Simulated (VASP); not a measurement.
Set up this calculation in VASP 6.6.1, as the native input.

* Task: relaxation of cell and atoms
* Functional: PBE
* Potentials or basis: VASP PAW PBE potentials, release 64 (Be, Pd)
* Cutoff: 600 eV
* k mesh: 4 × 4 × 6
* Occupations: gaussian, width 0.1 eV
* Spin: no spin polarisation
* Dipole correction: no
* Further INCAR settings: ALGO = Normal; EDIFF = 1e-06; IBRION = 2; EDIFFG = -0.04; NSW = 90; ISIF = 3

The structure of Be2Pd lies in POSCAR:

```
Be2Pd
1.0
    4.5961057653      0.0000000000      0.0000000000
    0.0000000000      4.5961057653      0.0000000000
    0.0000000000      0.0000000000      2.9603563255
Be Pd
4 2
Direct
    0.3060000000      0.3060000000      0.0000000000
    0.1940000000      0.8060000000      0.5000000000
    0.6940000000      0.6940000000      0.0000000000
    0.8060000000      0.1940000000      0.5000000000
    0.0000000000      0.0000000000      0.0000000000
    0.5000000000      0.5000000000      0.5000000000
```

These files were run (other wordings do the same):

INCAR

```
SYSTEM = Be2Pd
ALGO = Normal
EDIFF = 1E-6
EDIFFG = -0.04
ENCUT = 600
GGA = PE
IBRION = 2
ISIF = 3
ISMEAR = 0
LASPH = .TRUE.
LCHARG = .FALSE.
LREAL = .FALSE.
LWAVE = .FALSE.
NELM = 100
NSW = 90
PREC = Accurate
SIGMA = 0.1
```

KPOINTS

```
k-points
0
G
  4 4 6
  0 0 0
```

Potentials or basis: VASP PAW PBE potentials, release 64 (Be, Pd).

Command:

```bash
$ cat potpaw_PBE.64/Be/POTCAR potpaw_PBE.64/Pd/POTCAR > POTCAR
$ mpirun -np 1 vasp_std > vasp.out
```

It gave:

```json
{
  "Relaxed volume": "15.14 Å³/atom",
  "Relaxed cell": "a = 5.181 Å, b = 5.181 Å, c = 3.385 Å, α = 90.00°, β = 90.00°, γ = 90.00°",
  "Space group after relaxing (to 0.1 Å)": "P4_2/mnm (No. 136)",
  "Energy gained by relaxing": "750.2 meV/atom",
  "Ionic steps": "8",
  "Pressure after relaxing": "0.1 GPa"
}
```

Caveat: the volume moved by over 15 % at a fixed basis, so the end points are rough; the highest band is partly filled, so the run has too few bands.

Run time: 2.3 min on 1 thread of AMD EPYC 7R43 64-Core Processor (Zen 3), with other jobs on the host, peak memory 0.18 GiB.
